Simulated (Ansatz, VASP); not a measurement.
One calculation of TiO2, two programs

The input INCAR:

```
SYSTEM = TiO2
ALGO = Normal
EDIFF = 1E-6
ENCUT = 520
GGA = PE
ISIF = 2
ISMEAR = 0
LASPH = .True.
LCHARG = .False.
LREAL = .False.
LWAVE = .False.
NBANDS = 33
NELM = 80
PREC = Accurate
SIGMA = 0.05
```

KPOINTS

```
k-points
0
Gamma
  6 6 10
  0 0 0
```

File POSCAR:

```
TiO2
1.0
    4.5658550395      0.0000000000      0.0000000000
    0.0000000000      4.5658550395      0.0000000000
    0.0000000000      0.0000000000      2.9143671652
Ti O
2 4
Direct
    0.0000000000      0.0000000000      0.0078488792
    0.5000000000      0.5000000000      0.5078488792
    0.3050970583      0.3050970583     -0.0117414307
    0.1949029417      0.8050970583      0.4882585693
    0.6949029417      0.6949029417     -0.0117414307
    0.8050970583      0.1949029417      0.4882585693
```

Input for Ansatz:

```yaml
crystal:
  lattice:
    - [4.5658550395, 0.0, 0.0]
    - [0.0, 4.5658550395, 0.0]
    - [0.0, 0.0, 2.9143671652]
  atoms:
    - { symbol: Ti, position: [0.0, 0.0, 0.0078488792] }
    - { symbol: Ti, position: [0.5, 0.5, 0.5078488792] }
    - { symbol: O, position: [0.3050970583, 0.3050970583, -0.0117414307] }
    - { symbol: O, position: [0.1949029417, 0.8050970583, 0.4882585693] }
    - { symbol: O, position: [0.6949029417, 0.6949029417, -0.0117414307] }
    - { symbol: O, position: [0.8050970583, 0.1949029417, 0.4882585693] }
basis:
  ecutwfc: 520.0
kpoints:
  mp_grid: { grid: [6, 6, 10] }
hamiltonian:
  xc: pbe
  pseudopotentials: { kind: paw, azcp: { folder: soft_1 } }
scf:
  occupations: { method: gaussian, width: 0.05 }
output:
  forces: true
  stress: true
  eigenvalues: true
```

Change from the starting cell: mode 1 frozen in at -0.035 Å, equal normal strain along x, y and z -0.0167.

Alike in both runs: task single point; functional PBE; k mesh 6 × 6 × 10; occupations gaussian, width 0.05 eV; no spin polarisation.

|  | VASP | Ansatz |
| --- | --- | --- |
| version | VASP 6.6.1 | Ansatz 0.2.0 |
| potentials or method | VASP PAW PBE potentials, release 64 (Ti_sv, O), cutoff 520 eV | scalar-relativistic, plane waves, PAW |
| valence electrons in the cell | 48 | 48 |

|  | VASP | Ansatz | Ansatz less VASP |
| --- | --- | --- | --- |
| gap on the k mesh at the Fermi level (eV) | 2.04 | 2.07 | +0.030 |
| least direct gap on the mesh (eV) | 2.07 | 2.10 | +0.031 |
| pressure (GPa) | 14.0 | 13.3 | -0.69 |
| traceless stress, the component that is largest in VASP (GPa) | 2.79 | 2.54 | -0.249 |
| rms of the force components (eV/Å) | 0.179 | 0.162 | -0.0175 |

Atom by atom the forces differ by 0.018 eV/Å (rms over components).
